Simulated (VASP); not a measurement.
# LiNbO3 (Cc) in VASP: single point with r2SCAN

Aim: the single point of LiNbO3 with r2SCAN.

All numbers are computed with VASP 6.6.1; they aren't measurements. Logs are shortened: lines on timing, memory, paths and dates and some standing lists are left out, and cuts for length are marked.

## (1) The cell of the first run

The typed cell holds 40 atoms: a = 5.550 Å, b = 11.101 Å, c = 11.101 Å, α = 55.75°, β = 55.75°, γ = 55.75°.

## (2) Single point, r2SCAN

File POSCAR:

```
LiNbO3
1.0
    2.5949501400      1.4981951600      4.6722232500
   -5.1899002700      2.9963903200      9.3444465000
    0.0000000000     -5.9927806400      9.3444465000
Li Nb O
8 8 24
Direct
    0.7183927777      0.3591123703      0.3591771180
    0.2183927777      0.1091771180      0.1091123703
    0.7183927777      0.3591123703      0.8591771180
    0.2183927777      0.1091771180      0.6091123703
    0.7183927777      0.8591123703      0.3591771180
    0.2183927777      0.6091771180      0.1091123703
    0.7183927777      0.8591123703      0.8591771180
    0.2183927777      0.6091771180      0.6091123703
    0.9995011365      0.4999236378      0.4999463415
    0.4995011365      0.2499463415      0.2499236378
    0.9995011365      0.4999236378      0.9999463415
    0.4995011365      0.2499463415      0.7499236378
    0.9995011365      0.9999236378      0.4999463415
    0.4995011365      0.7499463415      0.2499236378
    0.9995011365      0.9999236378      0.9999463415
    0.4995011365      0.7499463415      0.7499236378
    0.2781285329      0.3212309634      0.4443346947
    0.6419945347      0.4446730060      0.1396076173
    0.8901680283      0.1394001481      0.3207791129
    0.3901680283      0.0707791129      0.3894001481
    0.7781285329      0.1943346947      0.0712309634
    0.1419945347      0.3896076173      0.1946730060
    0.2781285329      0.3212309634      0.9443346947
    0.6419945347      0.4446730060      0.6396076173
    0.8901680283      0.1394001481      0.8207791129
    0.3901680283      0.0707791129      0.8894001481
    0.7781285329      0.1943346947      0.5712309634
    0.1419945347      0.3896076173      0.6946730060
    0.2781285329      0.8212309634      0.4443346947
    0.6419945347      0.9446730060      0.1396076173
    0.8901680283      0.6394001481      0.3207791129
    0.3901680283      0.5707791129      0.3894001481
    0.7781285329      0.6943346947      0.0712309634
    0.1419945347      0.8896076173      0.1946730060
    0.2781285329      0.8212309634      0.9443346947
    0.6419945347      0.9446730060      0.6396076173
    0.8901680283      0.6394001481      0.8207791129
    0.3901680283      0.5707791129      0.8894001481
    0.7781285329      0.6943346947      0.5712309634
    0.1419945347      0.8896076173      0.6946730060
```

File INCAR.step1:

```
  PREC = Accurate
  ENCUT = 520
  ISMEAR = -1
  SIGMA = 0.01
  LREAL = Auto
  LASPH = T
  NELM = 100
  NBANDS = 162
  GGA = PE
  ALGO = Normal
  EDIFF = 1E-4
  LWAVE = T
  LCHARG = F
```

File INCAR.step2:

```
  PREC = Accurate
  ENCUT = 520
  EDIFF = 1E-6
  ISMEAR = -1
  SIGMA = 0.01
  LREAL = Auto
  LASPH = T
  NELM = 100
  ALGO = Normal
  ISIF = 2
  LWAVE = F
  LCHARG = T
  METAGGA = R2SCAN
  LMIXTAU = T
  LELF = T
  LVHAR = T
  NBANDS = 162
  ISTART = 1
```

File KPOINTS:

```
Automatic mesh
0
Gamma
  1 1 1
  0.25 0.25 0.25
```

Potentials or basis: VASP PAW PBE potentials, release 64 (Li_sv, Nb_sv, O).

Command:

```bash
> cat potpaw_PBE.64/Li_sv/POTCAR potpaw_PBE.64/Nb_sv/POTCAR potpaw_PBE.64/O/POTCAR > POTCAR
> cp INCAR.step1 INCAR
> mpirun -np 1 vasp_std > vasp.out
> cp INCAR.step2 INCAR
> mpirun -np 1 vasp_std > vasp.out
```

OUTCAR:

```text
PREC = Accurate
   ENCUT = 520
   EDIFF = 1E-6
   ISMEAR = -1
   LREAL = Auto
   LASPH = T
   NELM = 100
   ISIF = 2
   METAGGA = R2SCAN
   ISTART = 1

 ion  position               nearest neighbor table
   1  0.718  0.359  0.359-  32 2.08  22 2.08  27 2.08  18 2.26  19 2.27  17 2.27
   2  0.218  0.109  0.109-  19 2.08  30 2.08  23 2.08  34 2.26  26 2.27  21 2.27
   3  0.718  0.359  0.859-  38 2.08  28 2.08  21 2.08  24 2.26  25 2.27  23 2.27
   4  0.218  0.109  0.609-  25 2.08  36 2.08  17 2.08  40 2.26  20 2.27  27 2.27
   5  0.718  0.859  0.359-  20 2.08  34 2.08  39 2.08  30 2.26  31 2.27  29 2.27
   6  0.218  0.609  0.109-  31 2.08  18 2.08  35 2.08  22 2.26  38 2.27  33 2.27
[... 8 lines left out ...]
  15  1.000  1.000  1.000-  30 1.89  25 1.89  35 1.89  21 2.15  34 2.16  26 2.16
  16  0.500  0.750  0.750-  40 1.89  38 1.89  39 1.89  35 2.15  36 2.16  37 2.16
  17  0.278  0.321  0.444-   9 1.89   4 2.08  10 2.15   1 2.27
  18  0.642  0.445  0.140-  11 1.89   6 2.08  10 2.16   1 2.26
  19  0.890  0.139  0.321-  13 1.89   2 2.08  10 2.16   1 2.27
  20  0.390  0.071  0.389-  10 1.89   5 2.08  13 2.16   4 2.27
  21  0.778  0.194  0.071-  10 1.89   3 2.08  15 2.15   2 2.27
  22  0.142  0.390  0.195-  10 1.89   1 2.08  11 2.16   6 2.26
[... 16 lines left out ...]
  39  0.778  0.694  0.571-  16 1.89   5 2.08   9 2.15   8 2.27
  40  0.142  0.890  0.695-  16 1.89   7 2.08  13 2.16   4 2.26

  LATTYP: Found a base centered monoclinic cell.
 ALAT       =    15.1977748256
 B/A-ratio  =     0.6829815986
 C/A-ratio  =     0.3652177898
 COS(beta)  =    -0.0918250328

  Lattice vectors:

 A1 = (   7.7848504100,  -1.4981951600,  -4.6722232500)
 A2 = (   2.5949501400,   7.4909758000,  -4.6722232500)
 A3 = (   2.5949501400,   1.4981951600,   4.6722232500)

Analysis of symmetry for initial positions (statically):
=====================================================================
 Subroutine PRICEL returns following result:

  LATTYP: Found a trigonal (rhomboedric) cell.
 ALAT       =     5.5504977289
 COS(alpha) =     0.5628563531

  Lattice vectors:

 A1 = (   2.5949501400,   1.4981951600,   4.6722232500)
 A2 = (  -2.5949501350,   1.4981951600,   4.6722232500)
 A3 = (   0.0000000000,  -2.9963903200,   4.6722232500)

   4 primitive cells build up your supercell.

 Routine SETGRP: Setting up the symmetry group for a
 base centered monoclinic supercell.

 Subroutine GETGRP returns: Found  2 space group operations
 (whereof  1 operations were pure point group operations)
 out of a pool of  4 trial point group operations.

The static configuration has the point symmetry C_1 .
 The point group associated with its full space group is C_1h.

Analysis of symmetry for dynamics (positions and initial velocities):
=====================================================================
 Subroutine PRICEL returns following result:

  LATTYP: Found a trigonal (rhomboedric) cell.
 ALAT       =     5.5504977289
 COS(alpha) =     0.5628563531

  Lattice vectors:

 A1 = (   2.5949501400,   1.4981951600,   4.6722232500)
 A2 = (  -2.5949501350,   1.4981951600,   4.6722232500)
 A3 = (   0.0000000000,  -2.9963903200,   4.6722232500)

   4 primitive cells build up your supercell.

 Routine SETGRP: Setting up the symmetry group for a
 base centered monoclinic supercell.

 Subroutine GETGRP returns: Found  2 space group operations
 (whereof  1 operations were pure point group operations)
 out of a pool of  4 trial point group operations.

The dynamic configuration has the point symmetry C_1 .
 The point group associated with its full space group is C_1h.

 Subroutine INISYM returns: Found  2 space group operations
 (whereof  1 operations are pure point group operations),
 and found     4 'primitive' translations

----------------------------------------------------------------------------------------

                                     Primitive cell

  volume of cell :     108.9864

  direct lattice vectors                    reciprocal lattice vectors
     2.594950140  1.498195160  4.672223250     0.192681930  0.111244964  0.071343623
    -2.594950135  1.498195160  4.672223250    -0.192681930  0.111244964  0.071343623
     0.000000000 -2.996390320  4.672223250     0.000000000 -0.222489928  0.071343623

  length of vectors
     5.550497731  5.550497729  5.550497730     0.233648626  0.233648626  0.233648626

  position of ions in fractional coordinates (direct lattice)
     0.718392778  0.718224741  0.718354236
     0.218392778  0.218354236  0.218224741
     0.999501137  0.999847276  0.999892683
     0.499501137  0.499892683  0.499847276
     0.278128533  0.642461927  0.888669389
     0.641994535  0.889346012  0.279215235
     0.890168028  0.278800296  0.641558226
     0.390168028  0.141558226  0.778800296
     0.778128533  0.388669389  0.142461927
     0.141994535  0.779215235  0.389346012

  ion indices of the primitive-cell ions
   primitive index   ion index
                 1           1
                 2           4
                 3           9
                 4          10
                 5          17
                 6          18
                 7          19
                 8          32
                 9          27
                10          22

----------------------------------------------------------------------------------------

 KPOINTS: Automatic mesh

Automatic generation of k-mesh.
 Grid dimensions read from file:
 generate k-points for:    1    1    1

 Generating k-lattice:

  Cartesian coordinates                     Fractional coordinates (reciprocal lattice)
     0.192681930  0.111244964  0.071343623     1.000000000 -0.000000000 -0.000000000
    -0.096340965  0.055622482  0.035671811    -0.000000000  1.000000000  0.000000000
     0.000000000 -0.111244964  0.035671811     0.000000000  0.000000000  1.000000000

  Length of vectors
     0.233648626  0.116824313  0.116824313

  Shift w.r.t. Gamma in fractional coordinates (k-lattice)
     0.250000000  0.250000000  0.250000000

 Subroutine IBZKPT returns following result:
 ===========================================

 Found      1 irreducible k-points:

 Following reciprocal coordinates:
            Coordinates               Weight
  0.250000  0.250000  0.250000      2.000000
   k-points           NKPTS =      1   k-points in BZ     NKDIM =      1   number of bands    NBANDS=    162
   number of dos      NEDOS =    301   number of ions     NIONS =     40
   total plane-waves  NPLWV = 296352
   dimension x,y,z NGX =    42 NGY =   84 NGZ =   84
   dimension x,y,z NGXF=    84 NGYF=  168 NGZF=  168
   ions per type =               8   8  24
   NGX,Y,Z   is equivalent  to a cutoff of  12.58, 12.58, 12.58 a.u.
   NGXF,Y,Z  is equivalent  to a cutoff of  25.16, 25.16, 25.16 a.u.
 SYSTEM =  unknown system
   PREC   = accura    normal or accurate (medium, high low for compatibility)
   ISTART =      1    job   : 0-new  1-cont  2-samecut
   ICHARG =      0    charge: 1-file 2-atom 10-const
   ISPIN  =      1    spin polarized calculation?
   LNONCOLLINEAR =      F non collinear calculations
   LSORBIT =      F    spin-orbit coupling
   LASPH  =      T    aspherical Exc in radial PAW
   ENCUT  =  520.0 eV  38.22 Ry    6.18 a.u.  10.32 20.64 20.64*2*pi/ulx,y,z
   NELM   =    100;   NELMIN=  2; NELMDL=  0     # of ELM steps
   EDIFF  = 0.1E-05   stopping-criterion for ELM
   LREAL  =      T    real-space projection
   EDIFFG = 0.1E-04   stopping-criterion for IOM
   NSW    =      0    number of steps for IOM
[... 5 lines left out ...]
   TEBEG  =    0.0;   TEEND  =   0.0 temperature during run
   PSTRESS=    0.0 pullay stress
   NELECT =     272.0000    total number of electrons
   NUPDOWN=      -1.0000    fix difference up-down
   EMIN   =  10.00;   EMAX   =-10.00  energy-range for DOS
   EFERMI =   0.00;   METHOD = LEGACY
   ISMEAR =    -1;   SIGMA  =   0.01  broadening in eV -4-tet -1-fermi 0-gaus
   EFERMI_NEDOS =   21; number of points for ismear=-14 and -15
   IALGO  =     38    algorithm
   IMIX   =      4    mixing-type and parameters
     AMIX     =   0.40;   BMIX     =  1.00
     AMIX_MAG =   1.60;   BMIX_MAG =  1.00
  volume/ion in A,a.u.               =      10.90        73.55
  Fermi-wavevector in a.u.,A,eV,Ry     =   1.398901  2.643540 26.625577  1.956925
  Thomas-Fermi vector in A             =   2.522014
   LORBIT       =      0    0 simple, 1 ext, 2 COOP (PROOUT), +10 PAW based schemes
   METAGGA = R2SCAN    functional components
   LHFCALC =     F    Hartree Fock is set to
   AEXX    =    0.0000 exact exchange contribution
   IVDW    =     0    specifies the selected vdW correction
   LEPSILON=     F    determine dielectric tensor
   LRPA    =     F    only Hartree local field effects (RPA)
 non-spin polarized calculation
  energy-cutoff  :      520.00
  volume of cell :      435.95
 maximum number of plane-waves:     11741
 NGX is ok and might be reduce to    42
   NGX = 21   NGY = 41   NGZ = 41

 number of electron     271.9999996 magnetization

 Free energy of the ion-electron system (eV)
  ---------------------------------------------------
  ext. energy  EPLUGINS =         0.00000000
  ---------------------------------------------------
  free energy    TOTEN  =      -474.49359467 eV

  energy without entropy =     -474.49359467  energy(sigma->0) =     -474.49359467

 E-fermi :   3.2235     XC(G=0): -11.3372

 val. band max:        2.8835648891   @ k =   0.2500   0.2500   0.2500
 cond. band min:       6.9954438677   @ k =   0.2500   0.2500   0.2500
 fundamental gap:      4.1118789785
 Fermi energy:         3.2234815241

 k-point     1 :       0.2500    0.2500    0.2500
  band No.  band energies     occupation
      1     -53.0093      2.00000
      2     -53.0043      2.00000
      3     -53.0033      2.00000
      4     -53.0033      2.00000
      5     -53.0033      2.00000
      6     -53.0033      2.00000
[... 140 lines left out ...]
    147       7.8942      0.00000
    148       7.8942      0.00000
 [bands above 148 left out]

------------------------ aborting loop because EDIFF is reached ----------------------------------------

  FORCE on cell =-STRESS in cart. coord.  units (eV):
  Direction    XX          YY          ZZ          XY          YZ          ZX
  --------------------------------------------------------------------------------------
  -------------------------------------------------------------------------------------
  Total      -12.4441005    -12.4820737    -12.1471958      0.0328858     -0.1144567     -0.1982451
  in kB      -45.7342811    -45.8738395    -44.6431036      0.1208612     -0.4206487     -0.7285861
  external PRESSURE =     -45.4170747 kB  Pullay stress =       0.0000000 kB

 VOLUME and BASIS-vectors are now :
 -----------------------------------------------------------------------------
  energy-cutoff  :      520.00
  volume of cell :      435.95
      direct lattice vectors                 reciprocal lattice vectors
     2.594950140  1.498195160  4.672223250     0.192681930  0.111244964  0.071343623
    -5.189900270  2.996390320  9.344446500    -0.096340965  0.055622482  0.035671811
     0.000000000 -5.992780640  9.344446500     0.000000000 -0.111244964  0.035671811

 POSITION                                       TOTAL-FORCE (eV/Angst)
 -----------------------------------------------------------------------------------
      0.00044     -0.00014     10.06851        -0.005819      0.004381      0.038211
      0.00010      0.00045      3.06017         0.000885     -0.007230      0.038211
      0.00044     -2.99653     14.74073        -0.005819      0.004381      0.038211
      0.00010     -2.99594      7.73240         0.000885     -0.007230      0.038211
     -2.59451      1.49806     14.74073        -0.005819      0.004381      0.038211
     -2.59485      1.49864      7.73240         0.000885     -0.007230      0.038211
[... 32 lines left out ...]
     -1.58432     -0.17698     15.46160        -0.004846     -0.092426      0.010260
     -4.24851     -1.28468     15.46766         0.099052      0.047771      0.000905
 -----------------------------------------------------------------------------------
    total drift:                               -0.010028     -0.005786      0.562404

  FREE ENERGIE OF THE ION-ELECTRON SYSTEM (eV)
  ---------------------------------------------------
  free  energy   TOTEN  =      -474.4935946716 eV

  energy  without entropy=     -474.4935946716  energy(sigma->0) =     -474.49359467
```

It took 8.6 min on 1 thread of AMD EPYC 9R45 (Zen 5), shared host; peak memory 0.71 GiB.

What came out:

```yaml
Free_energy: -474.4936 eV
Largest_force: 0.110 eV/Å
Band_gap_on_the_k_mesh: 4.11 eV
```

Forces in eV/Å, atoms in the order of the input:
```
Li  -0.006  0.004  0.038
Li   0.001 -0.007  0.038
Li  -0.006  0.004  0.038
Li   0.001 -0.007  0.038
Li  -0.006  0.004  0.038
Li   0.001 -0.007  0.038
Li  -0.006  0.004  0.038
Li   0.001 -0.007  0.038
Nb  -0.015  0.007 -0.055
Nb  -0.001 -0.016 -0.055
Nb  -0.015  0.007 -0.055
Nb  -0.001 -0.016 -0.055
Nb  -0.015  0.007 -0.055
Nb  -0.001 -0.016 -0.055
Nb  -0.015  0.007 -0.055
Nb  -0.001 -0.016 -0.055
O   -0.082  0.042  0.010
O    0.091  0.062  0.001
O    0.006 -0.105  0.006
O   -0.088  0.058  0.006
O   -0.005 -0.092  0.010
O    0.099  0.048  0.001
O   -0.082  0.042  0.010
O    0.091  0.062  0.001
O    0.006 -0.105  0.006
O   -0.088  0.058  0.006
O   -0.005 -0.092  0.010
O    0.099  0.048  0.001
O   -0.082  0.042  0.010
O    0.091  0.062  0.001
O    0.006 -0.105  0.006
O   -0.088  0.058  0.006
O   -0.005 -0.092  0.010
O    0.099  0.048  0.001
O   -0.082  0.042  0.010
O    0.091  0.062  0.001
O    0.006 -0.105  0.006
O   -0.088  0.058  0.006
O   -0.005 -0.092  0.010
O    0.099  0.048  0.001
```

Caveat: the k points lie up to 1.14 Å⁻¹ apart; the cutoff is under 1.25 times the usual one of these potentials, so pressure, stress and relaxed cells hold a basis-set (Pulay) error; the PAW data sets were made with another functional, which shifts forces and pressure a little; a shifted mesh leaves out Γ, where band edges can lie. A k mesh can miss the band edges.
